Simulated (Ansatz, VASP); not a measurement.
BaNaBr3: VASP beside Ansatz

Contents of INCAR:

```
ALGO = Normal ; EDIFF = 1E-6
ENCUT = 520 ; GGA = PE
ISIF = 2 ; ISMEAR = -1
LASPH = T ; LCHARG = F
LREAL = F ; LWAVE = F
NBANDS = 27 ; NELM = 60
PREC = Accurate ; SIGMA = 0.02
```

KPOINTS

```
k-points
0
Gamma
  4 4 4
```

Contents of POSCAR:

```
BaNaBr3
1.0
    6.4170860796      0.0000000000      0.0000000000
    0.0000000000      6.2605717850      0.0000000000
    0.0000000000      0.0000000000      6.2605717850
Na Ba Br
1 1 3
Direct
    0.0000000000      0.0000000000      0.0000000000
    0.5000000000      0.5000000000      0.5000000000
    0.5000000000      0.5000000000      0.0000000000
    0.5000000000      0.0000000000      0.5000000000
    0.0000000000      0.5000000000      0.5000000000
```

Input for Ansatz:

```yaml
crystal:
  lattice:
    - [6.4170860796, 0.0, 0.0]
    - [0.0, 6.260571785, 0.0]
    - [0.0, 0.0, 6.260571785]
  atoms:
    - { symbol: Na, position: [0.0, 0.0, 0.0] }
    - { symbol: Ba, position: [0.5, 0.5, 0.5] }
    - { symbol: Br, position: [0.5, 0.5, 0.0] }
    - { symbol: Br, position: [0.5, 0.0, 0.5] }
    - { symbol: Br, position: [0.0, 0.5, 0.5] }
kpoints:
  mp_grid: { grid: [4, 4, 4] }
  band_path:
    path: [[0.0, 0.0, 0.0], [0.0, 0.5, 0.0], [0.5, 0.5, 0.0], [0.5, 0.5, 0.5]]
    npoints: 1
hamiltonian:
  xc: pbe
scf:
  occupations: { method: fermi_dirac, width: 0.02 }
  n_extra_bands: 5
output:
  forces: true
  stress: true
  eigenvalues: true
```

Change from the starting cell: uniaxial_x strain +2.5%.

Alike in both runs: task single point; functional PBE; k mesh 4 × 4 × 4; occupations fermi-dirac, width 0.02 eV; no spin polarisation.

|  | VASP | Ansatz |
| --- | --- | --- |
| version | VASP 6.6.1 | Ansatz 0.2.0 |
| potentials or method | VASP PAW PBE potentials, release 64 (Na_pv, Ba_sv, Br) | plane waves, PAW |
| plane-wave cutoff (eV) | 520 | 420 |
| valence electrons in the cell | 38 | 40 |

VASP gave:

* gap on the k mesh at the Fermi level (eV): 2.83
* pressure (GPa): 0.0
* traceless stress, the component that is largest in VASP (GPa): -0.51

Task: Estimate Ansatz's values.

Result: gap on the k mesh at the Fermi level (eV): 2.84; pressure (GPa): -0.2; traceless stress, the component that is largest in VASP (GPa): -0.47.

With one functional, cell and mesh, what is left measures potentials, basis and numerics. VASP's potentials hold 38 valence electrons a cell and Ansatz's 40, so a difference there can come from the potentials and not from the codes.

Spin-orbit coupling is off throughout.
